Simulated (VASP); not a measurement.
Ru, 6 atoms in the cell. The cell holds a slab with vacuum, 6 atoms: a = 2.691 Å, b = 2.691 Å, c = 26.619 Å, α = 90.00°, β = 90.00°, γ = 60.00°. 

* Program: VASP 6.6.1
* Task: single point
* Functional: PBEsol
* Potentials or basis: VASP PAW PBE potentials, release 64 (Ru_pv)
* Cutoff: 520 eV
* k mesh: 14 × 14 × 1
* Occupations: methfessel-paxton, width 0.1 eV
* Spin: no spin polarisation
* Dipole correction: yes
* Further INCAR settings: ALGO = Normal; EDIFF = 1e-07; NBANDS = 51

Potentials or basis: VASP PAW PBE potentials, release 64 (Ru_pv).

Run with:

```sh
$ cat potpaw_PBE.64/Ru_pv/POTCAR > POTCAR
$ mpirun -np 1 vasp_std > vasp.out
```

Hardware: 1 thread of Intel(R) Xeon(R) Platinum 8488C (Sapphire Rapids), on a shared host.

Task: How long does it take, and how much memory?

Result: Wall time 6.4 min on 1 thread of Intel(R) Xeon(R) Platinum 8488C (Sapphire Rapids) (shared host), peak memory 0.34 GiB. Counts: scf iterations 31, k points 24.
